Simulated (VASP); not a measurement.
Write the native input for VASP 6.6.1 that does the following.

```
Task                   : dielectric tensor
Functional             : PBE
Potentials or basis    : VASP PAW PBE potentials, release 64 (Mg, S)
Cutoff                 : 520 eV
k mesh                 : 6 × 6 × 4
Occupations            : gaussian, width 0.01 eV
Spin                   : no spin polarisation
Dipole correction      : no
Further INCAR settings : ALGO = Normal; EDIFF = 1e-08
```

The structure of MgS lies in POSCAR:

```
MgS
1.0
    3.6454348062      0.0000000000      0.0000000000
   -1.8227174031      3.1570391500      0.0000000000
    0.0000000000      0.0000000000      6.1473560910
Mg S
2 2
Direct
    0.0000000000      0.0000000000      0.0000000000
    0.0000000000      0.0000000000      0.5000000000
    0.3333333333      0.6666666667      0.2500000000
    0.6666666667      0.3333333333      0.7500000000
```

The input as run:

INCAR

```
PREC     = Accurate       # precision mode
ENCUT    = 520            # plane-wave cutoff, eV
EDIFF    = 1E-8           # SCF threshold, eV
ISMEAR   = 0              # smearing method
SIGMA    = 0.01           # smearing width, eV
LREAL    = False          # projectors in reciprocal space
LASPH    = True           # aspherical terms in the spheres
NELM     = 80             # most SCF steps
ALGO     = Normal         # electronic algorithm
ISIF     = 2              # what is computed and relaxed
LWAVE    = False          # write WAVECAR
LCHARG   = False          # write CHGCAR
GGA      = PE             # functional
LEPSILON = True           # dielectric tensor by DFPT
```

KPOINTS

```
regular mesh
0
Gamma
  6 6 4
```

Potentials or basis: VASP PAW PBE potentials, release 64 (Mg, S).

The run is started by

```console
$ cat potpaw_PBE.64/Mg/POTCAR potpaw_PBE.64/S/POTCAR > POTCAR
$ mpirun -np 1 vasp_std > vasp.out
```

It gave:

```json
{
 "Band gap on the k mesh": "3.40 eV, indirect (least direct gap 3.53 eV)",
 "Electronic dielectric tensor (diagonal)": "5.56, 5.56, 5.43",
 "Born charges (mean of the diagonal)": "Mg +2.30; S -2.30 e"
}
```

It took 120 s on 1 thread of Intel(R) Xeon(R) 6975P-C (Granite Rapids), on a shared host, peak memory 0.25 GiB.
